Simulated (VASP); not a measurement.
# TiO2 (P4_2/mnm) in VASP: further runs

The runs below take TiO2 through single point, with PBE, revPBE+D4.

Everything below comes from runs of VASP 6.6.1. Logs are shortened: lines on timing, memory, paths and dates and some standing lists are left out, and cuts for length are marked.

## (1) The cell of the first run

Symmetry: P4_2/mnm, No. 136, tetragonal system. Conventional cell: a = 4.538 Å, b = 4.538 Å, c = 2.919 Å, α = 90.00°, β = 90.00°, γ = 90.00°. Ti (site symmetry mmm) has 6 O at 1.93 to 1.95 Å within 2.6 Å. O (site symmetry m2m) has 3 Ti at 1.93 to 1.95 Å and 1 O at 2.51 Å within 2.6 Å.

## (2) Single point, PBE

Input file INCAR:

```
  ALGO = Normal
  EDIFF = 1E-7
  ENCUT = 520
  GGA = PE
  ISIF = 2
  ISMEAR = -1
  LASPH = T
  LCHARG = T
  LELF = T
  LREAL = F
  LVHAR = T
  LWAVE = F
  NBANDS = 33
  NELM = 60
  PREC = Accurate
  SIGMA = 0.05
```

Input file KPOINTS:

```
k-points
0
Gamma
  6 6 9
```

Input file POSCAR:

```
TiO2
1.0
    4.5376697393      0.0000000000      0.0000000000
    0.0000000000      4.5376697393      0.0000000000
    0.0000000000      0.0000000000      2.9192192849
Ti O
2 4
Direct
    0.0000000000      0.0000000000      0.5000000000
    0.5000000000      0.5000000000      0.0000000000
    0.3043213200      0.3043213200      0.5000000000
    0.1956786800      0.8043213200      0.0000000000
    0.8043213200      0.1956786800      0.0000000000
    0.6956786800      0.6956786800      0.5000000000
```

Potentials or basis: VASP PAW PBE potentials, release 64 (Ti_sv, O).

Started as:

```console
> cat potpaw_PBE.64/Ti_sv/POTCAR potpaw_PBE.64/O/POTCAR > POTCAR
> mpirun -np 1 vasp_std > vasp.out
```

OUTCAR:

```text
EDIFF = 1E-7
   ENCUT = 520
   GGA = PE
   ISIF = 2
   ISMEAR = -1
   LASPH = T
   LREAL = F
   NELM = 60
   PREC = Accurate

 ion  position               nearest neighbor table
   1  0.000  0.000  0.500-   4 1.93   5 1.93   4 1.93   5 1.93   3 1.95   6 1.95
   2  0.500  0.500  0.000-   3 1.93   6 1.93   3 1.93   6 1.93   5 1.95   4 1.95
   3  0.304  0.304  0.500-   2 1.93   2 1.93   1 1.95
   4  0.196  0.804  0.000-   1 1.93   1 1.93   2 1.95
   5  0.804  0.196  0.000-   1 1.93   1 1.93   2 1.95
   6  0.696  0.696  0.500-   2 1.93   2 1.93   1 1.95

  LATTYP: Found a simple tetragonal cell.
 ALAT       =     4.5376697393
 C/A-ratio  =     0.6433300466

  Lattice vectors:

 A1 = (   4.5376697393,   0.0000000000,   0.0000000000)
 A2 = (   0.0000000000,   4.5376697393,   0.0000000000)
 A3 = (   0.0000000000,   0.0000000000,   2.9192192849)

Analysis of symmetry for initial positions (statically):
=====================================================================
 Subroutine PRICEL returns:
 Original cell was already a primitive cell.

 Routine SETGRP: Setting up the symmetry group for a
 simple tetragonal supercell.

 Subroutine GETGRP returns: Found 16 space group operations
 (whereof  8 operations were pure point group operations)
 out of a pool of 16 trial point group operations.

The static configuration has the point symmetry D_2h.
 The point group associated with its full space group is D_4h.

Analysis of symmetry for dynamics (positions and initial velocities):
=====================================================================
 Subroutine PRICEL returns:
 Original cell was already a primitive cell.

 Routine SETGRP: Setting up the symmetry group for a
 simple tetragonal supercell.

 Subroutine GETGRP returns: Found 16 space group operations
 (whereof  8 operations were pure point group operations)
 out of a pool of 16 trial point group operations.

The dynamic configuration has the point symmetry D_2h.
 The point group associated with its full space group is D_4h.

 Subroutine INISYM returns: Found 16 space group operations
 (whereof  8 operations are pure point group operations),
 and found     1 'primitive' translations

----------------------------------------------------------------------------------------

                                     Primitive cell
[... 99 lines left out ...]
   EDIFF  = 0.1E-06   stopping-criterion for ELM
   LREAL  =      F    real-space projection
   EDIFFG = 0.1E-05   stopping-criterion for IOM
   NSW    =      0    number of steps for IOM
   IBRION =     -1    ionic relax: 0-MD 1-quasi-New 2-CG
   NFREE  =      0    steps in history (QN), initial steepest desc. (CG)
   ISIF   =      2    stress and relaxation
   ISYM   =      2    0-nonsym 1-usesym 2-fastsym
   POTIM  = 0.5000    time-step for ionic-motion
   TEBEG  =    0.0;   TEEND  =   0.0 temperature during run
   PSTRESS=    0.0 pullay stress
   NELECT =      48.0000    total number of electrons
   NUPDOWN=      -1.0000    fix difference up-down
   EMIN   =  10.00;   EMAX   =-10.00  energy-range for DOS
   EFERMI =   0.00;   METHOD = LEGACY
   ISMEAR =    -1;   SIGMA  =   0.05  broadening in eV -4-tet -1-fermi 0-gaus
   EFERMI_NEDOS =   21; number of points for ismear=-14 and -15
   IALGO  =     38    algorithm
   IMIX   =      4    mixing-type and parameters
     AMIX     =   0.40;   BMIX     =  1.00
     AMIX_MAG =   1.60;   BMIX_MAG =  1.00
  volume/ion in A,a.u.               =      10.02        67.60
  Fermi-wavevector in a.u.,A,eV,Ry     =   1.518837  2.870185 31.386803  2.306865
  Thomas-Fermi vector in A             =   2.627904
   LORBIT       =      0    0 simple, 1 ext, 2 COOP (PROOUT), +10 PAW based schemes
   GGA     = PE    functional components
   LHFCALC =     F    Hartree Fock is set to
   AEXX    =    0.0000 exact exchange contribution
   IVDW    =     0    specifies the selected vdW correction
   LEPSILON=     F    determine dielectric tensor
   LRPA    =     F    only Hartree local field effects (RPA)
 non-spin polarized calculation
  energy-cutoff  :      520.00
  volume of cell :       60.11
 maximum number of plane-waves:      1640
 NGX is ok and might be reduce to    36
   NGX = 17   NGY = 17   NGZ = 11

 number of electron      48.0000003 magnetization

 Free energy of the ion-electron system (eV)
  ---------------------------------------------------
  ext. energy  EPLUGINS =         0.00000000
  ---------------------------------------------------
  free energy    TOTEN  =       -53.48804980 eV

  energy without entropy =      -53.48804980  energy(sigma->0) =      -53.48804980

 E-fermi :   6.2018     XC(G=0): -11.6167

 val. band max:        5.2549326316   @ k =   0.0000   0.0000   0.0000
 cond. band min:       7.1930305866   @ k =   0.0000   0.0000   0.0000
 fundamental gap:      1.9380979550
 Fermi energy:         6.2017554222

 k-point     1 :       0.0000    0.0000    0.0000
  band No.  band energies     occupation
      1     -51.5418      2.00000
      2     -51.5207      2.00000
      3     -27.8904      2.00000
      4     -27.8904      2.00000
      5     -27.6963      2.00000
      6     -27.6963      2.00000
[... 853 lines left out ...]
     32      10.7807      0.00000
     33      12.1454      0.00000

 [... further k-points ...]

------------------------ aborting loop because EDIFF is reached ----------------------------------------

  FORCE on cell =-STRESS in cart. coord.  units (eV):
  Direction    XX          YY          ZZ          XY          YZ          ZX
  --------------------------------------------------------------------------------------
  -------------------------------------------------------------------------------------
  Total        5.7063370      5.7063370      6.5247347      0.0000000      0.0000000      0.0000000
  in kB      152.1022057    152.1022057    173.9165671      0.0000000      0.0000000      0.0000000
  external PRESSURE =     159.3736595 kB  Pullay stress =       0.0000000 kB

 VOLUME and BASIS-vectors are now :
 -----------------------------------------------------------------------------
  energy-cutoff  :      520.00
  volume of cell :       60.11
      direct lattice vectors                 reciprocal lattice vectors
     4.537669739  0.000000000  0.000000000     0.220377431  0.000000000  0.000000000
     0.000000000  4.537669739  0.000000000     0.000000000  0.220377431  0.000000000
     0.000000000  0.000000000  2.919219285     0.000000000  0.000000000  0.342557342

 POSITION                                       TOTAL-FORCE (eV/Angst)
 -----------------------------------------------------------------------------------
      0.00000      0.00000      1.45961         0.000000      0.000000      0.000000
      2.26883      2.26883      0.00000         0.000000      0.000000      0.000000
      1.38091      1.38091      1.45961        -0.158686     -0.158686     -0.000000
      0.88793      3.64974      0.00000         0.158686     -0.158686     -0.000000
      3.64974      0.88793      0.00000        -0.158686      0.158686      0.000000
      3.15676      3.15676      1.45961         0.158686      0.158686      0.000000
 -----------------------------------------------------------------------------------
    total drift:                                0.000000      0.000000      0.000000

  FREE ENERGIE OF THE ION-ELECTRON SYSTEM (eV)
  ---------------------------------------------------
  free  energy   TOTEN  =       -53.4880497998 eV

  energy  without entropy=      -53.4880497996  energy(sigma->0) =      -53.48804980
```

OSZICAR:

```text
N       E                     dE             d eps       ncg     rms          rms(c)
DAV:   1     0.671164365816E+03    0.67116E+03   -0.24555E+04  3308   0.175E+03
DAV:   2     0.307795020191E+02   -0.64038E+03   -0.59093E+03  3572   0.528E+02
DAV:   3    -0.645080797521E+02   -0.95288E+02   -0.93370E+02  4449   0.193E+02
DAV:   4    -0.703894804061E+02   -0.58814E+01   -0.58680E+01  4795   0.446E+01
DAV:   5    -0.706300588089E+02   -0.24058E+00   -0.24055E+00  4411   0.724E+00    0.329E+01
DAV:   6    -0.536100869303E+02    0.17020E+02   -0.71943E+01  4323   0.901E+01    0.105E+01
DAV:   7    -0.536737034922E+02   -0.63617E-01   -0.12249E+01  4147   0.313E+01    0.966E+00
DAV:   8    -0.535350484796E+02    0.13866E+00   -0.48494E-01  4295   0.603E+00    0.687E+00
DAV:   9    -0.535674899572E+02   -0.32441E-01   -0.81264E-01  4230   0.106E+01    0.268E+00
DAV:  10    -0.534969009949E+02    0.70589E-01   -0.34283E-01  4124   0.642E+00    0.902E-01
DAV:  11    -0.534885589933E+02    0.83420E-02   -0.24256E-02  4478   0.112E+00    0.326E-01
DAV:  12    -0.534882517197E+02    0.30727E-03   -0.38844E-03  3771   0.525E-01    0.112E-01
DAV:  13    -0.534880497393E+02    0.20198E-03   -0.63037E-04  4388   0.316E-01    0.240E-02
DAV:  14    -0.534880490214E+02    0.71790E-06   -0.47593E-05  4006   0.600E-02    0.755E-03
DAV:  15    -0.534880494597E+02   -0.43830E-06   -0.25712E-06  4337   0.147E-02    0.460E-03
DAV:  16    -0.534880500895E+02   -0.62977E-06   -0.56883E-07  3459   0.506E-03    0.424E-03
DAV:  17    -0.534880498109E+02    0.27860E-06   -0.54927E-07  4122   0.900E-03    0.867E-04
DAV:  18    -0.534880497998E+02    0.11055E-07   -0.43867E-08  2120   0.173E-03
   1 F= -.53488050E+02 E0= -.53488050E+02  d E =-.195492E-09
```

stdout:

```text
POSCAR found type information on POSCAR TiO
 POSCAR found :  2 types and       6 ions
 scaLAPACK will be used
 LDA part: xc-table for (Slater+PW92), standard interpolation
 POSCAR, INCAR and KPOINTS ok, starting setup
 FFT: planning ... GRIDC
 FFT: planning ... GRID_SOFT
 FFT: planning ... GRID
 WAVECAR not read
 entering main loop
```

Run time: 2.6 min. Hardware: 1 thread of Intel Xeon 8259CL, shared host; peak memory 0.22 GiB.

Results:

```yaml
Free_energy: -53.4880 eV
Pressure: 15.9 GPa
Largest_force: 0.224 eV/Å
Band_gap_on_the_k_mesh: 1.94 eV
```

Forces in eV/Å, atoms in the order of the input:
```
Ti   0.000  0.000  0.000
Ti   0.000  0.000  0.000
O   -0.159 -0.159  0.000
O    0.159 -0.159  0.000
O   -0.159  0.159  0.000
O    0.159  0.159  0.000
```

Stress tensor (GPa, compression positive):
```
15.21  0.00  0.00
 0.00 15.21  0.00
 0.00  0.00 17.39
```

Levels at points of the mesh, in eV from the valence-band top:
```tsv
k point	band 21	band 22	band 23	band 24	band 25	band 26	band 27	band 28
(0.00, 0.00, 0.00)	-0.70	-0.46	-0.46	0.00	1.94	2.26	2.51	2.61
(0.50, 0.00, 0.00)	-1.68	-1.68	-0.78	-0.78	2.66	2.66	3.18	3.18
(0.50, 0.50, 0.00)	-1.32	-1.32	-1.08	-1.08	1.98	1.98	2.64	2.64
```

Caveat: the cell stands under pressure; an odd mesh through Γ misses points on the zone boundary, where band edges can lie.

## (3) Single point, revPBE+D4

This run uses another cell than the first one, of 10.38 Å³/atom.

Input file INCAR:

```
PREC = Accurate
ENCUT = 520
EDIFF = 1E-7
ISMEAR = -1
SIGMA = 0.05
LREAL = F
LASPH = T
NELM = 100
ALGO = Normal
ISIF = 2
LWAVE = F
LCHARG = F
GGA = RE
IVDW = 13
NBANDS = 33
```

Input file KPOINTS:

```
regular mesh
0
Gamma
  6 6 9
```

Input file POSCAR:

```
TiO2
1.0
    4.5913486008      0.0000000000      0.0000000000
    0.0000000000      4.5913486008      0.0000000000
    0.0000000000      0.0000000000      2.9532999031
Ti O
2 4
Direct
    0.0000000000      0.0000000000      0.5000000000
    0.5000000000      0.5000000000      0.0000000000
    0.3042308589      0.3042308589      0.5000000000
    0.1957691411      0.8042308589      0.0000000000
    0.8042308589      0.1957691411      0.0000000000
    0.6957691411      0.6957691411      0.5000000000
```

Potentials or basis: VASP PAW PBE potentials, release 64 (Ti_sv, O).

Started as:

```console
> cat potpaw_PBE.64/Ti_sv/POTCAR potpaw_PBE.64/O/POTCAR > POTCAR
> mpirun -np 1 vasp_std > vasp.out
```

It took 3.1 min on 1 thread of Intel Xeon 8259CL, shared host; peak memory 0.22 GiB.

It converged, with:

| Item | Value |
| --- | --- |
| Free energy | -53.9909 eV |
| Pressure | 0.6 GPa |
| Largest force | 0.029 eV/Å |
| Band gap on the k mesh | 1.88 eV |
| Dispersion energy per atom | -0.424 eV |

Forces on the atoms (eV/Å):
```
Ti   0.000  0.000  0.000
Ti   0.000  0.000  0.000
O   -0.020 -0.020  0.000
O    0.020 -0.020  0.000
O   -0.020  0.020  0.000
O    0.020  0.020  0.000
```

Stress tensor (GPa, compression positive):
```
0.52 0.00 0.00
0.00 0.52 0.00
0.00 0.00 0.78
```

Levels at points of the mesh, in eV from the valence-band top:
```
           k point  band 20  band 21  band 22  band 23  band 24  band 25  band 26  band 27  band 28  band 29
(0.00, 0.00, 0.00)    -1.98    -0.71    -0.46    -0.46     0.00     1.88     2.17     2.41     2.51     2.51
(0.50, 0.00, 0.00)    -3.06    -1.65    -1.65    -0.75    -0.75     2.55     2.55     3.04     3.04     3.57
(0.50, 0.50, 0.00)    -2.19    -1.31    -1.31    -1.07    -1.07     1.91     1.91     2.53     2.53     3.84
```

Caveat: the PAW data sets were made with another functional, which shifts forces and pressure a little; an odd mesh through Γ misses points on the zone boundary, where band edges can lie.
